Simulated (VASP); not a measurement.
# AlCo3 (Pm-3m) in VASP: a series of runs, part 2 of 2

VASP 6.6.1.

### Step 4. Single point, r2SCAN, collinear spin, ferromagnetic start

This run uses another cell than the first one, of 11.88 Å³/atom.

Input file POSCAR:

```
AlCo3
1.0
    3.6219921844      0.0000000000      0.0000000000
    0.0000000000      3.6219921844      0.0000000000
    0.0000000000      0.0000000000      3.6219921844
Al Co
1 3
Direct
    0.0000000000      0.0000000000      0.0000000000
    0.5000000000      0.5000000000      0.0000000000
    0.5000000000      0.0000000000      0.5000000000
    0.0000000000      0.5000000000      0.5000000000
```

Input file INCAR.step1:

```
SYSTEM = AlCo3
PREC = Accurate ; ENCUT = 520
ISMEAR = 0 ; SIGMA = 0.1
LREAL = .False. ; LASPH = .True.
NELM = 150 ; ISPIN = 2
MAGMOM = 0 3 3 3 ; LMAXMIX = 4
NBANDS = 27 ; GGA = PE
ALGO = Normal ; EDIFF = 1E-4
LWAVE = .True. ; LCHARG = .False.
```

Input file INCAR.step2:

```
SYSTEM = AlCo3
PREC = Accurate ; ENCUT = 520
EDIFF = 1E-6 ; ISMEAR = 0
SIGMA = 0.1 ; LREAL = .False.
LASPH = .True. ; NELM = 150
ALGO = Normal ; ISIF = 2
LWAVE = .False. ; LCHARG = .False.
ISPIN = 2 ; MAGMOM = 0 3 3 3
LORBIT = 11 ; LMAXMIX = 4
METAGGA = R2SCAN ; LMIXTAU = .True.
NBANDS = 27 ; ISTART = 1
```

Input file KPOINTS:

```
Automatic mesh
0
Gamma
  12 12 12
  0 0 0
```

Potentials or basis: VASP PAW PBE potentials, release 64 (Al, Co).

Command:

```sh
cat potpaw_PBE.64/Al/POTCAR potpaw_PBE.64/Co/POTCAR > POTCAR
cp INCAR.step1 INCAR
mpirun -np 1 vasp_std > vasp.out
cp INCAR.step2 INCAR
mpirun -np 1 vasp_std > vasp.out
```

OUTCAR:

```text
SYSTEM = AlCo3
   PREC = Accurate
   ENCUT = 520
   EDIFF = 1E-6
   ISMEAR = 0
   LREAL = .False.
   LASPH = .True.
   NELM = 150
   ISIF = 2
   ISPIN = 2
   LORBIT = 11
   METAGGA = R2SCAN
   ISTART = 1

 ion  position               nearest neighbor table
   1  0.000  0.000  0.000-   2 2.56   3 2.56   4 2.56   3 2.56   4 2.56   2 2.56   4 2.56   4 2.56
                             2 2.56   3 2.56   3 2.56   2 2.56
   2  0.500  0.500  0.000-   1 2.56   3 2.56   4 2.56   3 2.56   4 2.56   1 2.56   3 2.56   3 2.56
                             1 2.56   4 2.56   4 2.56   1 2.56
   3  0.500  0.000  0.500-   1 2.56   2 2.56   4 2.56   1 2.56   2 2.56   2 2.56   4 2.56   2 2.56
                             1 2.56   4 2.56   1 2.56   4 2.56
   4  0.000  0.500  0.500-   1 2.56   2 2.56   3 2.56   1 2.56   2 2.56   1 2.56   3 2.56   1 2.56
                             2 2.56   3 2.56   2 2.56   3 2.56

  LATTYP: Found a simple cubic cell.
 ALAT       =     3.6219921844

  Lattice vectors:

 A1 = (   3.6219921844,   0.0000000000,   0.0000000000)
 A2 = (   0.0000000000,   3.6219921844,   0.0000000000)
 A3 = (   0.0000000000,   0.0000000000,   3.6219921844)

Analysis of symmetry for initial positions (statically):
=====================================================================
 Subroutine PRICEL returns:
 Original cell was already a primitive cell.

 Routine SETGRP: Setting up the symmetry group for a
 simple cubic supercell.

 Subroutine GETGRP returns: Found 48 space group operations
 (whereof 48 operations were pure point group operations)
 out of a pool of 48 trial point group operations.

The static configuration has the point symmetry O_h .

Analysis of symmetry for dynamics (positions and initial velocities):
=====================================================================
 Subroutine PRICEL returns:
 Original cell was already a primitive cell.

 Routine SETGRP: Setting up the symmetry group for a
 simple cubic supercell.

 Subroutine GETGRP returns: Found 48 space group operations
 (whereof 48 operations were pure point group operations)
 out of a pool of 48 trial point group operations.

The dynamic configuration has the point symmetry O_h .

Analysis of structural, dynamic, and magnetic symmetry:
=====================================================================
 Subroutine PRICEL returns:
 Original cell was already a primitive cell.

 Routine SETGRP: Setting up the symmetry group for a
 simple cubic supercell.

 Subroutine GETGRP returns: Found 48 space group operations
 (whereof 48 operations were pure point group operations)
 out of a pool of 48 trial point group operations.

The overall configuration has the point symmetry O_h .

 Subroutine INISYM returns: Found 48 space group operations
 (whereof 48 operations are pure point group operations),
 and found     1 'primitive' translations

----------------------------------------------------------------------------------------

                                     Primitive cell

  volume of cell :      47.5163

  direct lattice vectors                    reciprocal lattice vectors
     3.621992184  0.000000000  0.000000000     0.276091153  0.000000000  0.000000000
     0.000000000  3.621992184  0.000000000     0.000000000  0.276091153  0.000000000
     0.000000000  0.000000000  3.621992184     0.000000000  0.000000000  0.276091153

  length of vectors
[... 88 lines left out ...]
   EDIFFG = 0.1E-04   stopping-criterion for IOM
   NSW    =      0    number of steps for IOM
   IBRION =     -1    ionic relax: 0-MD 1-quasi-New 2-CG
   NFREE  =      0    steps in history (QN), initial steepest desc. (CG)
   ISIF   =      2    stress and relaxation
   ISYM   =      2    0-nonsym 1-usesym 2-fastsym
   POTIM  = 0.5000    time-step for ionic-motion
   TEBEG  =    0.0;   TEEND  =   0.0 temperature during run
   PSTRESS=    0.0 pullay stress
   NELECT =      30.0000    total number of electrons
   NUPDOWN=      -1.0000    fix difference up-down
   EMIN   =  10.00;   EMAX   =-10.00  energy-range for DOS
   EFERMI =   0.00;   METHOD = LEGACY
   ISMEAR =     0;   SIGMA  =   0.10  broadening in eV -4-tet -1-fermi 0-gaus
   EFERMI_NEDOS =   21; number of points for ismear=-14 and -15
   IALGO  =     38    algorithm
   IMIX   =      4    mixing-type and parameters
     AMIX     =   0.40;   BMIX     =  1.00
     AMIX_MAG =   1.60;   BMIX_MAG =  1.00
  volume/ion in A,a.u.               =      11.88        80.16
  Fermi-wavevector in a.u.,A,eV,Ry     =   1.404433  2.653994 26.836573  1.972432
  Thomas-Fermi vector in A             =   2.526995
   LORBIT       =     11    0 simple, 1 ext, 2 COOP (PROOUT), +10 PAW based schemes
   METAGGA = R2SCAN    functional components
   LHFCALC =     F    Hartree Fock is set to
   AEXX    =    0.0000 exact exchange contribution
   IVDW    =     0    specifies the selected vdW correction
   LEPSILON=     F    determine dielectric tensor
   LRPA    =     F    only Hartree local field effects (RPA)
 spin polarized calculation
 Gauss-broadening in eV      SIGMA  =   0.10
  energy-cutoff  :      520.00
  volume of cell :       47.52
 maximum number of plane-waves:      1328
 NGX is ok and might be reduce to    28
   NGX = 13   NGY = 13   NGZ = 13

 number of electron      30.0000012 magnetization       4.6793948

 Free energy of the ion-electron system (eV)
  ---------------------------------------------------
  ext. energy  EPLUGINS =         0.00000000
  ---------------------------------------------------
  free energy    TOTEN  =       -47.13513604 eV

  energy without entropy =      -47.12433590  energy(sigma->0) =      -47.12973597

 E-fermi :   9.8990     XC(G=0): -13.5682

 val. band max:        9.8954092616   @ k =   0.3333   0.0833   0.0000
 cond. band min:       9.9018062740   @ k =   0.5000   0.0833   0.0000
 fundamental gap:      0.0063970124
 Fermi energy:         9.8990232141

 spin component 1

 k-point     1 :       0.0000    0.0000    0.0000
  band No.  band energies     occupation
      1      -0.6968      1.00000
      2       3.8622      1.00000
      3       4.8869      1.00000
      4       4.8869      1.00000
      5       5.5900      1.00000
      6       5.5900      1.00000
[... 709 lines left out ...]
     26      22.3282      0.00000
     27      22.9922      0.00000

 [... further k-points ...]

 spin component 2

 k-point     1 :       0.0000    0.0000    0.0000
  band No.  band energies     occupation
      1      -0.9133      1.00000
      2       6.0906      1.00000
      3       6.6120      1.00000
      4       6.6128      1.00000
      5       6.6128      1.00000
      6       7.0107      1.00000
[... 709 lines left out ...]
     26      22.8666      0.00000
     27      23.1931      0.00000

 [... further k-points ...]

------------------------ aborting loop because EDIFF is reached ----------------------------------------

  FORCE on cell =-STRESS in cart. coord.  units (eV):
  Direction    XX          YY          ZZ          XY          YZ          ZX
  --------------------------------------------------------------------------------------
  -------------------------------------------------------------------------------------
  Total       -1.3204589     -1.3204589     -1.3204589      0.0000000      0.0000000      0.0000000
  in kB      -44.5238742    -44.5238742    -44.5238742      0.0000000      0.0000000      0.0000000
  external PRESSURE =     -44.5238742 kB  Pullay stress =       0.0000000 kB

 VOLUME and BASIS-vectors are now :
 -----------------------------------------------------------------------------
  energy-cutoff  :      520.00
  volume of cell :       47.52
      direct lattice vectors                 reciprocal lattice vectors
     3.621992184  0.000000000  0.000000000     0.276091153  0.000000000  0.000000000
     0.000000000  3.621992184  0.000000000     0.000000000  0.276091153  0.000000000
     0.000000000  0.000000000  3.621992184     0.000000000  0.000000000  0.276091153

 POSITION                                       TOTAL-FORCE (eV/Angst)
 -----------------------------------------------------------------------------------
      0.00000      0.00000      0.00000         0.000000      0.000000      0.000000
      1.81100      1.81100      0.00000         0.000000      0.000000      0.000000
      1.81100      0.00000      1.81100         0.000000      0.000000      0.000000
      0.00000      1.81100      1.81100         0.000000      0.000000      0.000000
 -----------------------------------------------------------------------------------
    total drift:                                0.000000      0.000000      0.000000

  FREE ENERGIE OF THE ION-ELECTRON SYSTEM (eV)
  ---------------------------------------------------
  free  energy   TOTEN  =       -47.1351360424 eV

  energy  without entropy=      -47.1243358997  energy(sigma->0) =      -47.12973597

 total charge

# of ion       s       p       d       tot
------------------------------------------
    1        0.405   0.419   0.000   0.824
    2        0.470   0.527   7.246   8.243
    3        0.470   0.527   7.246   8.243
    4        0.470   0.527   7.246   8.243
--------------------------------------------------
tot          1.814   1.999  21.739  25.552

 magnetization (x)

# of ion       s       p       d       tot
------------------------------------------
    1       -0.001  -0.033   0.000  -0.034
    2        0.014  -0.008   1.631   1.637
    3        0.014  -0.008   1.631   1.637
    4        0.014  -0.008   1.631   1.637
--------------------------------------------------
tot          0.041  -0.057   4.892   4.877
```

It took 5.2 min on 1 thread of Intel Xeon 6975P-C (Granite Rapids), shared host; peak memory 0.29 GiB.

What came out:

| Quantity | Value |
| --- | --- |
| Free energy | -47.1351 eV |
| Pressure | -4.5 GPa |
| Net moment | 4.68 μB per cell |
| Site moments | Al -0.03; Co +1.64 μB |
| Valence electrons inside the program's atomic spheres | Al 0.82; Co 8.24 |

Caveat: the cell stands under tension; the PAW data sets were made with another functional, which shifts forces and pressure a little.

### Step 5. Summary

```tsv
task	spin	cell	cutoff (eV)	gap on the mesh (eV)	pressure (GPa)	moment (μB)
relaxation of cell and atoms	off	relaxed from a = 3.575 Å, 4 atoms	600	none	0.1	-
single point	collinear, ferromagnetic start	a = 3.575 Å, 4 atoms	520	none	1.3	4.50
single point	collinear, ferromagnetic start	a = 3.622 Å, 4 atoms	520	none	-4.5	4.68
```

Alike in all rows: level r2SCAN; potentials or basis VASP PAW PBE potentials, release 64 (Al, Co); k mesh 12 × 12 × 12; smearing gaussian 0.1 eV.

Caveats: the PAW data sets were made with another functional, which shifts forces and pressure a little; the cell stands under tension (at least some runs).

Total energies depend on the potentials used, so only differences within one code and one set of settings carry meaning.
